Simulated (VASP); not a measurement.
# Ag (Im-3m) in VASP: a series of runs

Ag is run at these levels: PBE; tasks: single point, relaxation of cell and atoms.

Everything below comes from runs of VASP 6.6.1. Logs are shortened: lines on timing, memory, paths and dates and some standing lists are left out, and cuts for length are marked.

## (1) The cell of the first run

The structure is cubic, space group Im-3m (No. 229). The conventional cell has a = 5.342 Å, b = 5.342 Å, c = 5.342 Å, α = 90.00°, β = 90.00°, γ = 90.00°. Ag (site symmetry 4/mmm) has 4 Ag at 2.67 Å within 3.5 Å.

The cell was built from a structure type or drawn by symmetry, and may not be a known phase.

## (2) Single point, PBE

Contents of INCAR:

```
SYSTEM = Ag
ALGO = Normal
EDIFF = 1E-6
ENCUT = 520
GGA = PE
ISIF = 2
ISMEAR = 0
LASPH = .True.
LCHARG = .False.
LREAL = .False.
LWAVE = .False.
NBANDS = 24
NELM = 100
PREC = Accurate
SIGMA = 0.1
```

Contents of KPOINTS:

```
k-points
0
Gamma
  4 4 4
  0 0 0
```

Contents of POSCAR:

```
Ag
1.0
   -2.6710429997      2.6710429997      2.6710429997
    2.6710429997     -2.6710429997      2.6710429997
    2.6710429997      2.6710429997     -2.6710429997
Ag
3
Direct
    0.0000000000      0.5000000000      0.5000000000
    0.5000000000      0.0000000000      0.5000000000
    0.5000000000      0.5000000000      0.0000000000
```

Potentials or basis: VASP PAW PBE potentials, release 64 (Ag).

Launch:

```bash
> cat potpaw_PBE.64/Ag/POTCAR > POTCAR
> mpirun -np 1 vasp_std > vasp.out
```

OUTCAR:

```text
SYSTEM = Ag
   EDIFF = 1E-6
   ENCUT = 520
   GGA = PE
   ISIF = 2
   ISMEAR = 0
   LASPH = .True.
   LREAL = .False.
   NELM = 100
   PREC = Accurate

 ion  position               nearest neighbor table
   1  0.000  0.500  0.500-   2 2.67   3 2.67   3 2.67   2 2.67
   2  0.500  0.000  0.500-   1 2.67   3 2.67   3 2.67   1 2.67
   3  0.500  0.500  0.000-   1 2.67   2 2.67   2 2.67   1 2.67

  LATTYP: Found a body centered cubic cell.
 ALAT       =     5.3420859994

  Lattice vectors:

 A1 = (  -2.6710429997,   2.6710429997,   2.6710429997)
 A2 = (   2.6710429997,  -2.6710429997,   2.6710429997)
 A3 = (   2.6710429997,   2.6710429997,  -2.6710429997)

Analysis of symmetry for initial positions (statically):
=====================================================================
 Subroutine PRICEL returns:
 Original cell was already a primitive cell.

 Routine SETGRP: Setting up the symmetry group for a
 body centered cubic supercell.

 Subroutine GETGRP returns: Found 48 space group operations
 (whereof 48 operations were pure point group operations)
 out of a pool of 48 trial point group operations.

The static configuration has the point symmetry O_h .

Analysis of symmetry for dynamics (positions and initial velocities):
=====================================================================
 Subroutine PRICEL returns:
 Original cell was already a primitive cell.

 Routine SETGRP: Setting up the symmetry group for a
 body centered cubic supercell.

 Subroutine GETGRP returns: Found 48 space group operations
 (whereof 48 operations were pure point group operations)
 out of a pool of 48 trial point group operations.

The dynamic configuration has the point symmetry O_h .

 Subroutine INISYM returns: Found 48 space group operations
 (whereof 48 operations are pure point group operations),
 and found     1 'primitive' translations

----------------------------------------------------------------------------------------

                                     Primitive cell

  volume of cell :      76.2259

  direct lattice vectors                    reciprocal lattice vectors
    -2.671043000  2.671043000  2.671043000     0.000000000  0.187192793  0.187192793
     2.671043000 -2.671043000  2.671043000     0.187192793  0.000000000  0.187192793
     2.671043000  2.671043000 -2.671043000     0.187192793  0.187192793  0.000000000

  length of vectors
     4.626382185  4.626382185  4.626382185     0.264730587  0.264730587  0.264730587

  position of ions in fractional coordinates (direct lattice)
     0.000000000  0.500000000  0.500000000
     0.500000000  0.000000000  0.500000000
     0.500000000  0.500000000  0.000000000

  ion indices of the primitive-cell ions
   primitive index   ion index
                 1           1
                 2           2
                 3           3

----------------------------------------------------------------------------------------

 KPOINTS: k-points

Automatic generation of k-mesh.
 Grid dimensions read from file:
 generate k-points for:    4    4    4

 Generating k-lattice:

  Cartesian coordinates                     Fractional coordinates (reciprocal lattice)
     0.000000000  0.046798198  0.046798198     0.250000000  0.000000000  0.000000000
     0.046798198  0.000000000  0.046798198     0.000000000  0.250000000  0.000000000
     0.046798198  0.046798198  0.000000000     0.000000000  0.000000000  0.250000000

  Length of vectors
     0.066182647  0.066182647  0.066182647

  Shift w.r.t. Gamma in fractional coordinates (k-lattice)
     0.000000000  0.000000000  0.000000000

 Subroutine IBZKPT returns following result:
 ===========================================

 Found      8 irreducible k-points:

 Following reciprocal coordinates:
            Coordinates               Weight
  0.000000  0.000000  0.000000      1.000000
  0.250000  0.000000  0.000000     12.000000
  0.500000  0.000000  0.000000      6.000000
  0.250000  0.250000  0.000000     24.000000
  0.250000  0.250000  0.250000      2.000000
 -0.250000  0.250000  0.250000      6.000000
  0.500000  0.500000  0.250000     12.000000
  0.500000  0.500000  0.500000      1.000000
   k-points           NKPTS =      8   k-points in BZ     NKDIM =      8   number of bands    NBANDS=     24
   number of dos      NEDOS =    301   number of ions     NIONS =      3
   total plane-waves  NPLWV =  46656
   dimension x,y,z NGX =    36 NGY =   36 NGZ =   36
   dimension x,y,z NGXF=    72 NGYF=   72 NGZF=   72
   ions per type =               3
   NGX,Y,Z   is equivalent  to a cutoff of  12.94, 12.94, 12.94 a.u.
   NGXF,Y,Z  is equivalent  to a cutoff of  25.87, 25.87, 25.87 a.u.
 SYSTEM =  Ag
   PREC   = accura    normal or accurate (medium, high low for compatibility)
   ISTART =      0    job   : 0-new  1-cont  2-samecut
   ICHARG =      2    charge: 1-file 2-atom 10-const
   ISPIN  =      1    spin polarized calculation?
   LNONCOLLINEAR =      F non collinear calculations
   LSORBIT =      F    spin-orbit coupling
   LASPH  =      T    aspherical Exc in radial PAW
   ENCUT  =  520.0 eV  38.22 Ry    6.18 a.u.   8.60  8.60  8.60*2*pi/ulx,y,z
   NELM   =    100;   NELMIN=  2; NELMDL= -5     # of ELM steps
   EDIFF  = 0.1E-05   stopping-criterion for ELM
   LREAL  =      F    real-space projection
   EDIFFG = 0.1E-04   stopping-criterion for IOM
   NSW    =      0    number of steps for IOM
   IBRION =     -1    ionic relax: 0-MD 1-quasi-New 2-CG
   NFREE  =      0    steps in history (QN), initial steepest desc. (CG)
   ISIF   =      2    stress and relaxation
   ISYM   =      2    0-nonsym 1-usesym 2-fastsym
   POTIM  = 0.5000    time-step for ionic-motion
   TEBEG  =    0.0;   TEEND  =   0.0 temperature during run
   PSTRESS=    0.0 pullay stress
   NELECT =      33.0000    total number of electrons
   NUPDOWN=      -1.0000    fix difference up-down
   EMIN   =  10.00;   EMAX   =-10.00  energy-range for DOS
   EFERMI =   0.00;   METHOD = LEGACY
   ISMEAR =     0;   SIGMA  =   0.10  broadening in eV -4-tet -1-fermi 0-gaus
   EFERMI_NEDOS =   21; number of points for ismear=-14 and -15
   IALGO  =     38    algorithm
   IMIX   =      4    mixing-type and parameters
     AMIX     =   0.40;   BMIX     =  1.00
     AMIX_MAG =   1.60;   BMIX_MAG =  1.00
  volume/ion in A,a.u.               =      25.41       171.47
  Fermi-wavevector in a.u.,A,eV,Ry     =   1.238450  2.340332 20.868062  1.533759
  Thomas-Fermi vector in A             =   2.372975
   LORBIT       =      0    0 simple, 1 ext, 2 COOP (PROOUT), +10 PAW based schemes
   GGA     = PE    functional components
   LHFCALC =     F    Hartree Fock is set to
   AEXX    =    0.0000 exact exchange contribution
   IVDW    =     0    specifies the selected vdW correction
   LEPSILON=     F    determine dielectric tensor
   LRPA    =     F    only Hartree local field effects (RPA)
 non-spin polarized calculation
 Gauss-broadening in eV      SIGMA  =   0.10
  energy-cutoff  :      520.00
  volume of cell :       76.23
 maximum number of plane-waves:      2093
 NGX is ok and might be reduce to    36
   NGX = 17   NGY = 17   NGZ = 17

 number of electron      33.0000009 magnetization

 Free energy of the ion-electron system (eV)
  ---------------------------------------------------
  ext. energy  EPLUGINS =         0.00000000
  ---------------------------------------------------
  free energy    TOTEN  =        -6.37507372 eV

  energy without entropy =       -6.35403211  energy(sigma->0) =       -6.36455291

 E-fermi :   3.9310     XC(G=0):  -9.7631

 val. band max:        3.2087219345   @ k =   0.2500   0.2500   0.2500
 cond. band min:       3.9384453848   @ k =   0.2500   0.2500   0.0000
 fundamental gap:      0.7297234503
 Fermi energy:         3.9310466822

 k-point     1 :       0.0000    0.0000    0.0000
  band No.  band energies     occupation
      1      -1.7462      2.00000
      2      -1.5374      2.00000
      3      -1.5374      2.00000
      4      -1.1863      2.00000
      5      -1.1863      2.00000
      6      -1.1863      2.00000
[... 16 lines left out ...]
     23      12.1498      0.00000
     24      12.1498      0.00000

 k-point     2 :       0.2500    0.0000    0.0000
  band No.  band energies     occupation
      1      -1.5180      2.00000
      2      -1.1590      2.00000
      3      -1.0739      2.00000
      4      -1.0245      2.00000
      5      -0.9096      2.00000
      6      -0.8399      2.00000
[... 16 lines left out ...]
     23      13.6445      0.00000
     24      14.5238      0.00000

 k-point     3 :       0.5000    0.0000    0.0000
  band No.  band energies     occupation
      1      -1.4581      2.00000
      2      -0.8067      2.00000
      3      -0.4065      2.00000
      4      -0.2822      2.00000
      5      -0.1632      2.00000
      6      -0.0988      2.00000
[... 16 lines left out ...]
     23      14.6667      0.00000
     24      14.8061      0.00000

 k-point     4 :       0.2500    0.2500    0.0000
  band No.  band energies     occupation
      1      -1.1400      2.00000
      2      -0.9717      2.00000
      3      -0.7492      2.00000
      4      -0.4631      2.00000
      5      -0.4299      2.00000
      6      -0.0174      2.00000
[... 16 lines left out ...]
     23      13.6120      0.00000
     24      14.5110      0.00000

 k-point     5 :       0.2500    0.2500    0.2500
  band No.  band energies     occupation
      1      -0.3415      2.00000
      2      -0.2466      2.00000
      3      -0.2466      2.00000
      4      -0.2466      2.00000
      5      -0.1119      2.00000
      6      -0.1119      2.00000
[... 16 lines left out ...]
     23      15.0747      0.00000
     24      15.0747      0.00000

 k-point     6 :      -0.2500    0.2500    0.2500
  band No.  band energies     occupation
      1      -1.5115      2.00000
      2      -1.4223      2.00000
      3      -0.9761      2.00000
      4      -0.6580      2.00000
      5      -0.6580      2.00000
      6      -0.0090      2.00000
[... 16 lines left out ...]
     23      12.8610      0.00000
     24      13.4195      0.00000

 k-point     7 :       0.5000    0.5000    0.2500
  band No.  band energies     occupation
      1      -1.4559      2.00000
      2      -1.0479      2.00000
      3      -0.8830      2.00000
      4      -0.7798      2.00000
      5      -0.6092      2.00000
      6      -0.4925      2.00000
[... 16 lines left out ...]
     23      12.1797      0.00000
     24      15.8608      0.00000

 k-point     8 :       0.5000    0.5000    0.5000
  band No.  band energies     occupation
      1      -1.5562      2.00000
      2      -1.3027      2.00000
      3      -1.3027      2.00000
      4      -0.7590      2.00000
      5      -0.7590      2.00000
      6      -0.7590      2.00000
[... 16 lines left out ...]
     23      14.6186      0.00000
     24      14.6186      0.00000

------------------------ aborting loop because EDIFF is reached ----------------------------------------

  FORCE on cell =-STRESS in cart. coord.  units (eV):
  Direction    XX          YY          ZZ          XY          YZ          ZX
  --------------------------------------------------------------------------------------
  -------------------------------------------------------------------------------------
  Total       -0.0386400     -0.0386400     -0.0386400     -0.0000000     -0.0000000     -0.0000000
  in kB       -0.8121659     -0.8121659     -0.8121659     -0.0000000     -0.0000000     -0.0000000
  external PRESSURE =      -0.8121659 kB  Pullay stress =       0.0000000 kB

 VOLUME and BASIS-vectors are now :
 -----------------------------------------------------------------------------
  energy-cutoff  :      520.00
  volume of cell :       76.23
      direct lattice vectors                 reciprocal lattice vectors
    -2.671043000  2.671043000  2.671043000     0.000000000  0.187192793  0.187192793
     2.671043000 -2.671043000  2.671043000     0.187192793  0.000000000  0.187192793
     2.671043000  2.671043000 -2.671043000     0.187192793  0.187192793  0.000000000

 POSITION                                       TOTAL-FORCE (eV/Angst)
 -----------------------------------------------------------------------------------
      2.67104      0.00000      0.00000         0.000000     -0.000000      0.000000
      0.00000      2.67104      0.00000         0.000000      0.000000     -0.000000
      0.00000      0.00000      2.67104        -0.000000     -0.000000     -0.000000
 -----------------------------------------------------------------------------------
    total drift:                                0.000000      0.000000     -0.000000

  FREE ENERGIE OF THE ION-ELECTRON SYSTEM (eV)
  ---------------------------------------------------
  free  energy   TOTEN  =        -6.3750737168 eV

  energy  without entropy=       -6.3540321067  energy(sigma->0) =       -6.36455291
```

It took 7.6 s on 1 thread of AMD EPYC 9R45 (Zen 5), shared host; peak memory 0.17 GiB.

Results:

| Item | Value |
| --- | --- |
| Free energy | -6.3751 eV |
| Pressure | -0.1 GPa |
| Band gap on the k mesh | zero (an odd number of electrons rules out a gap without spin polarisation) |

Levels at points of the mesh, in eV from the Fermi level:
| k point | band 13 | band 14 | band 15 | band 16 | band 17 | band 18 | band 19 | band 20 |
| --- | --- | --- | --- | --- | --- | --- | --- | --- |
| (0.00, 0.00, 0.00) | -2.68 | -2.68 | -2.68 | -1.58 | 4.54 | 4.54 | 4.54 | 6.53 |
| (0.50, 0.00, 0.00) | -2.91 | -2.84 | -2.66 | -1.89 | -1.80 | 3.60 | 4.40 | 4.63 |
| (0.50, 0.50, 0.50) | -2.66 | -2.51 | -2.51 | 0.67 | 0.67 | 0.67 | 1.69 | 1.69 |

Caveat: the k points lie up to 0.42 Å⁻¹ apart, too coarse for converged energies and pressures of a metal.

## (3) Single point, PBE

This run uses another cell than the first one, of 31.34 Å³/atom.

Contents of INCAR:

```
SYSTEM = Ag
  PREC = Accurate
  ENCUT = 520
  EDIFF = 1E-7
  ISMEAR = 0
  SIGMA = 0.1
  LREAL = .FALSE.
  LASPH = .TRUE.
  NELM = 100
  ALGO = Fast
  ISIF = 2
  LWAVE = .FALSE.
  LCHARG = .TRUE.
  GGA = PE
  LELF = .TRUE.
  LVHAR = .TRUE.
  NBANDS = 24
```

Contents of KPOINTS:

```
Automatic mesh
0
G
  4 4 4
  0 0 0
```

Contents of POSCAR:

```
Ag
1.0
   -2.8644713400      2.8644713400      2.8644713400
    2.8644713400     -2.8644713400      2.8644713400
    2.8644713400      2.8644713400     -2.8644713400
Ag
3
Direct
    0.0000000000      0.5000000000      0.5000000000
    0.5000000000      0.0000000000      0.5000000000
    0.5000000000      0.5000000000      0.0000000000
```

Potentials or basis: VASP PAW PBE potentials, release 64 (Ag).

Launch:

```bash
> cat potpaw_PBE.64/Ag/POTCAR > POTCAR
> mpirun -np 1 vasp_std > vasp.out
```

It took 13 s on 1 thread of AMD EPYC 9R45 (Zen 5), shared host; peak memory 0.2 GiB.

It converged, with:

| Quantity | Value |
| --- | --- |
| Free energy | -6.0140 eV |
| Pressure | -5.2 GPa |
| Band gap on the k mesh | zero (an odd number of electrons rules out a gap without spin polarisation) |

Levels at points of the mesh, in eV from the Fermi level:
```csv
k point,band 14,band 15,band 16,band 17,band 18,band 19
"(0.00, 0.00, 0.00)",-2.66,-2.66,-1.88,4.16,4.16,4.16
"(0.50, 0.00, 0.00)",-2.76,-2.62,-1.67,-1.34,3.34,3.47
"(0.50, 0.50, 0.50)",-2.51,-2.51,1.03,1.03,1.07,1.07
```

Caveat: the k points lie up to 0.39 Å⁻¹ apart, too coarse for converged energies and pressures of a metal.

(Part 1 of 2 ends here.)
